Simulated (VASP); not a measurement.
# MnO (Fm-3m) in VASP: single point with r2SCAN

Aim: the single point of MnO with r2SCAN.

All numbers are computed with VASP 6.6.1; they aren't measurements. Logs are shortened: lines on timing, memory, paths and dates and some standing lists are left out, and cuts for length are marked.

## 1. The cell of the first run

The structure is cubic, space group Fm-3m (No. 225). The conventional cell has a = 4.446 Å, b = 4.446 Å, c = 4.446 Å, α = 90.00°, β = 90.00°, γ = 90.00°. Within 2.9 Å of Mn (site symmetry m-3m) lie 6 O at 2.22 Å. Within 2.9 Å of O (site symmetry m-3m) lie 6 Mn at 2.22 Å.

## 2. Single point, r2SCAN, collinear spin, ferromagnetic start

The input, POSCAR:

```
MnO
1.0
    0.0000000000      4.4460000000      4.4460000000
    2.2230000000      0.0000000000      2.2230000000
    2.2230000000      2.2230000000      0.0000000000
Mn O
2 2
Direct
    0.0000000000      0.0000000000      0.0000000000
    0.5000000000      0.0000000000      0.0000000000
    0.2500000000      0.5000000000      0.5000000000
    0.7500000000      0.5000000000      0.5000000000
```

The input, INCAR.step1:

```
SYSTEM = MnO
ALGO = Normal ; EDIFF = 1E-4
ENCUT = 520 ; GGA = PE
ISMEAR = -1 ; ISPIN = 2
LASPH = .True. ; LCHARG = .False.
LMAXMIX = 4 ; LREAL = .False.
LWAVE = .True. ; MAGMOM = 4.5 4.5 0 0
NBANDS = 31 ; NELM = 150
PREC = Accurate ; SIGMA = 0.05
```

The input, INCAR.step2:

```
SYSTEM = MnO
ALGO = Normal ; EDIFF = 1E-6
ENCUT = 520 ; ISIF = 2
ISMEAR = -1 ; ISPIN = 2
ISTART = 1 ; LASPH = .True.
LCHARG = .False. ; LMAXMIX = 4
LMIXTAU = .True. ; LORBIT = 11
LREAL = .False. ; LWAVE = .False.
MAGMOM = 4.5 4.5 0 0 ; METAGGA = R2SCAN
NBANDS = 31 ; NELM = 150
PREC = Accurate ; SIGMA = 0.05
```

The input, KPOINTS:

```
k-points
0
Gamma
  4 8 8
  0 0 0
```

Potentials or basis: VASP PAW PBE potentials, release 64 (Mn_pv, O).

Command:

```bash
> cat potpaw_PBE.64/Mn_pv/POTCAR potpaw_PBE.64/O/POTCAR > POTCAR
> cp INCAR.step1 INCAR
> mpirun -np 1 vasp_std > vasp.out
> cp INCAR.step2 INCAR
> mpirun -np 1 vasp_std > vasp.out
```

OUTCAR:

```text
SYSTEM = MnO
   EDIFF = 1E-6
   ENCUT = 520
   ISIF = 2
   ISMEAR = -1
   ISPIN = 2
   ISTART = 1
   LASPH = .True.
   LORBIT = 11
   LREAL = .False.
   METAGGA = R2SCAN
   NELM = 150
   PREC = Accurate

 ion  position               nearest neighbor table
   1  0.000  0.000  0.000-   4 2.22   3 2.22   4 2.22   3 2.22   4 2.22   3 2.22   2 3.14   2 3.14
                             2 3.14   2 3.14   2 3.14   2 3.14
   2  0.500  0.000  0.000-   3 2.22   3 2.22   4 2.22   3 2.22   4 2.22   4 2.22   1 3.14   1 3.14
                             1 3.14   1 3.14   1 3.14   1 3.14
   3  0.250  0.500  0.500-   1 2.22   1 2.22   2 2.22   1 2.22   2 2.22   2 2.22
   4  0.750  0.500  0.500-   2 2.22   1 2.22   2 2.22   1 2.22   2 2.22   1 2.22

  LATTYP: Found a trigonal (rhomboedric) cell.
 ALAT       =     5.4452156982
 COS(alpha) =     0.8333333333

  Lattice vectors:

 A1 = (   2.2230000000,  -2.2230000000,  -4.4460000000)
 A2 = (   4.4460000000,  -2.2230000000,  -2.2230000000)
 A3 = (   2.2230000000,  -4.4460000000,  -2.2230000000)

Analysis of symmetry for initial positions (statically):
=====================================================================
 Subroutine PRICEL returns following result:

  LATTYP: Found a face centered cubic cell.
 ALAT       =     4.4460000000
[... 12 lines left out ...]
 Subroutine GETGRP returns: Found 12 space group operations
 (whereof 12 operations were pure point group operations)
 out of a pool of 12 trial point group operations.

The static configuration has the point symmetry D_3d.

Analysis of symmetry for dynamics (positions and initial velocities):
=====================================================================
 Subroutine PRICEL returns following result:

  LATTYP: Found a face centered cubic cell.
 ALAT       =     4.4460000000
[... 12 lines left out ...]
 Subroutine GETGRP returns: Found 12 space group operations
 (whereof 12 operations were pure point group operations)
 out of a pool of 12 trial point group operations.

The dynamic configuration has the point symmetry D_3d.

Analysis of structural, dynamic, and magnetic symmetry:
=====================================================================
 Subroutine PRICEL returns following result:

  LATTYP: Found a face centered cubic cell.
 ALAT       =     4.4460000000
[... 12 lines left out ...]
 Subroutine GETGRP returns: Found 12 space group operations
 (whereof 12 operations were pure point group operations)
 out of a pool of 12 trial point group operations.

The overall configuration has the point symmetry D_3d.

 Subroutine INISYM returns: Found 12 space group operations
 (whereof 12 operations are pure point group operations),
 and found     2 'primitive' translations

----------------------------------------------------------------------------------------

                                     Primitive cell

  volume of cell :      21.9709

  direct lattice vectors                    reciprocal lattice vectors
     0.000000000  2.223000000  2.223000000    -0.224921278  0.224921278  0.224921278
     2.223000000  0.000000000  2.223000000     0.224921278 -0.224921278  0.224921278
     2.223000000  2.223000000  0.000000000     0.224921278  0.224921278 -0.224921278

  length of vectors
     3.143796749  3.143796749  3.143796749     0.389575080  0.389575080  0.389575080

  position of ions in fractional coordinates (direct lattice)
     0.000000000  0.000000000  0.000000000
     0.500000000  0.500000000  0.500000000

  ion indices of the primitive-cell ions
   primitive index   ion index
                 1           1
                 2           3

----------------------------------------------------------------------------------------

 KPOINTS: k-points

Automatic generation of k-mesh.
 Grid dimensions read from file:
 generate k-points for:    4    8    8

 Generating k-lattice:

  Cartesian coordinates                     Fractional coordinates (reciprocal lattice)
    -0.028115160  0.028115160  0.028115160     0.250000000  0.000000000  0.000000000
     0.028115160 -0.028115160  0.028115160     0.000000000  0.125000000  0.000000000
     0.028115160  0.028115160 -0.028115160     0.000000000  0.000000000  0.125000000

  Length of vectors
     0.048696885  0.048696885  0.048696885

  Shift w.r.t. Gamma in fractional coordinates (k-lattice)
     0.000000000  0.000000000  0.000000000

[... 28 lines left out ...]
  0.500000  0.000000  0.000000      1.000000
  0.000000  0.125000  0.000000      6.000000
  0.250000  0.125000  0.000000      6.000000
  0.500000  0.125000  0.000000      6.000000
[... 16 lines left out ...]
  0.250000  0.375000  0.125000     12.000000
  0.500000  0.375000  0.125000     12.000000
 [... further k-points ...]
   k-points           NKPTS =     35   k-points in BZ     NKDIM =     35   number of bands    NBANDS=     31
   number of dos      NEDOS =    301   number of ions     NIONS =      4
   total plane-waves  NPLWV =  27648
   dimension x,y,z NGX =    48 NGY =   24 NGZ =   24
   dimension x,y,z NGXF=    96 NGYF=   48 NGZF=   48
   ions per type =               2   2
   NGX,Y,Z   is equivalent  to a cutoff of  12.69, 12.69, 12.69 a.u.
   NGXF,Y,Z  is equivalent  to a cutoff of  25.38, 25.38, 25.38 a.u.
 SYSTEM =  MnO
   PREC   = accura    normal or accurate (medium, high low for compatibility)
   ISTART =      1    job   : 0-new  1-cont  2-samecut
   ICHARG =      0    charge: 1-file 2-atom 10-const
   ISPIN  =      2    spin polarized calculation?
   LNONCOLLINEAR =      F non collinear calculations
   LSORBIT =      F    spin-orbit coupling
   LASPH  =      T    aspherical Exc in radial PAW
   ENCUT  =  520.0 eV  38.22 Ry    6.18 a.u.  11.69  5.85  5.85*2*pi/ulx,y,z
   NELM   =    150;   NELMIN=  2; NELMDL=  0     # of ELM steps
   EDIFF  = 0.1E-05   stopping-criterion for ELM
   LREAL  =      F    real-space projection
   EDIFFG = 0.1E-04   stopping-criterion for IOM
   NSW    =      0    number of steps for IOM
   IBRION =     -1    ionic relax: 0-MD 1-quasi-New 2-CG
   NFREE  =      0    steps in history (QN), initial steepest desc. (CG)
   ISIF   =      2    stress and relaxation
   ISYM   =      2    0-nonsym 1-usesym 2-fastsym
   POTIM  = 0.5000    time-step for ionic-motion
   TEBEG  =    0.0;   TEEND  =   0.0 temperature during run
   PSTRESS=    0.0 pullay stress
   NELECT =      38.0000    total number of electrons
   NUPDOWN=      -1.0000    fix difference up-down
   EMIN   =  10.00;   EMAX   =-10.00  energy-range for DOS
   EFERMI =   0.00;   METHOD = LEGACY
   ISMEAR =    -1;   SIGMA  =   0.05  broadening in eV -4-tet -1-fermi 0-gaus
   EFERMI_NEDOS =   21; number of points for ismear=-14 and -15
   IALGO  =     38    algorithm
   IMIX   =      4    mixing-type and parameters
     AMIX     =   0.40;   BMIX     =  1.00
     AMIX_MAG =   1.60;   BMIX_MAG =  1.00
  volume/ion in A,a.u.               =      10.99        74.13
  Fermi-wavevector in a.u.,A,eV,Ry     =   1.559708  2.947420 33.098734  2.432688
  Thomas-Fermi vector in A             =   2.663027
   LORBIT       =     11    0 simple, 1 ext, 2 COOP (PROOUT), +10 PAW based schemes
   METAGGA = R2SCAN    functional components
   LHFCALC =     F    Hartree Fock is set to
   AEXX    =    0.0000 exact exchange contribution
   IVDW    =     0    specifies the selected vdW correction
   LEPSILON=     F    determine dielectric tensor
   LRPA    =     F    only Hartree local field effects (RPA)
 spin polarized calculation
  energy-cutoff  :      520.00
  volume of cell :       43.94
 maximum number of plane-waves:      1198
 NGX is ok and might be reduce to    48
   NGX = 23   NGY = 11   NGZ = 11

 number of electron      37.9999983 magnetization       9.9930891

 Free energy of the ion-electron system (eV)
  ---------------------------------------------------
  ext. energy  EPLUGINS =         0.00000000
  ---------------------------------------------------
  free energy    TOTEN  =       -48.97254248 eV

  energy without entropy =      -48.97065883  energy(sigma->0) =      -48.97160066

 E-fermi :   7.4333     XC(G=0): -12.5345

 val. band max:        7.3123541273   @ k =   0.0000   0.5000   0.0000
 cond. band min:       7.4791137782   @ k =   0.0000   0.5000   0.0000
 fundamental gap:      0.1667596508
 Fermi energy:         7.4333183878

 spin component 1

 k-point     1 :       0.0000    0.0000    0.0000
  band No.  band energies     occupation
      1     -45.3097      1.00000
      2     -45.2572      1.00000
      3     -45.2571      1.00000
      4     -45.2495      1.00000
      5     -45.2495      1.00000
      6     -45.2494      1.00000
[... 805 lines left out ...]
     30      18.5968      0.00000
     31      20.3760      0.00000

 [... further k-points ...]

 spin component 2

 k-point     1 :       0.0000    0.0000    0.0000
  band No.  band energies     occupation
      1     -38.9594      1.00000
      2     -38.8827      1.00000
      3     -38.8825      1.00000
      4     -38.8731      1.00000
      5     -38.8731      1.00000
      6     -38.8729      1.00000
[... 805 lines left out ...]
     30      20.8181      0.00000
     31      22.3450      0.00000

 [... further k-points ...]

------------------------ aborting loop because EDIFF is reached ----------------------------------------

  FORCE on cell =-STRESS in cart. coord.  units (eV):
  Direction    XX          YY          ZZ          XY          YZ          ZX
  --------------------------------------------------------------------------------------
  -------------------------------------------------------------------------------------
  Total        0.1692688      0.1692688      0.1692688     -0.0003840      0.0003840     -0.0003840
  in kB        6.1717606      6.1717606      6.1717606     -0.0140027      0.0140027     -0.0140027
  external PRESSURE =       6.1717606 kB  Pullay stress =       0.0000000 kB

 VOLUME and BASIS-vectors are now :
 -----------------------------------------------------------------------------
  energy-cutoff  :      520.00
  volume of cell :       43.94
      direct lattice vectors                 reciprocal lattice vectors
     0.000000000  4.446000000  4.446000000    -0.112460639  0.112460639  0.112460639
     2.223000000  0.000000000  2.223000000     0.224921278 -0.224921278  0.224921278
     2.223000000  2.223000000  0.000000000     0.224921278  0.224921278 -0.224921278

 POSITION                                       TOTAL-FORCE (eV/Angst)
 -----------------------------------------------------------------------------------
      0.00000      0.00000      0.00000        -0.000000     -0.000000     -0.000000
      0.00000      2.22300      2.22300        -0.000000      0.000000      0.000000
      2.22300      2.22300      2.22300         0.000000     -0.000000     -0.000000
      2.22300      4.44600      4.44600         0.000000      0.000000     -0.000000
 -----------------------------------------------------------------------------------
    total drift:                                0.000000      0.000000      0.000000

  FREE ENERGIE OF THE ION-ELECTRON SYSTEM (eV)
  ---------------------------------------------------
  free  energy   TOTEN  =       -48.9725424843 eV

  energy  without entropy=      -48.9706588271  energy(sigma->0) =      -48.97160066

 total charge

# of ion       s       p       d       tot
------------------------------------------
    1        0.208   6.171   4.961  11.341
    2        0.208   6.171   4.961  11.341
    3        1.559   3.470   0.000   5.029
    4        1.559   3.470   0.000   5.029
--------------------------------------------------
tot          3.535  19.283   9.923  32.740

 magnetization (x)

# of ion       s       p       d       tot
------------------------------------------
    1        0.029   0.022   4.490   4.541
    2        0.029   0.022   4.490   4.541
    3        0.032   0.201   0.000   0.232
    4        0.032   0.201   0.000   0.232
--------------------------------------------------
tot          0.121   0.445   8.981   9.547
```

Run time: 1.8 min. Hardware: 1 thread of Intel Xeon 6975P-C (Granite Rapids), shared host; peak memory 0.24 GiB.

What came out:

```
Free energy                                           : -48.9725 eV
Pressure                                              : 0.6 GPa
Band gap on the k mesh                                : zero (filled and empty bands touch)
Net moment                                            : 9.99 μB per cell
Site moments                                          : Mn +4.54; O +0.23 μB
Valence electrons inside the program's atomic spheres : Mn 11.34; O 5.03
```

Caveat: the PAW data sets were made with another functional, which shifts forces and pressure a little; semilocal functionals often make such compounds metallic where correlation or magnetic order opens a gap, which also shifts bond lengths; the run started ferromagnetic, and an antiferromagnetic order may lie lower in energy.

The gap in the log of VASP goes by the Fermi energy; the results here count the filled bands.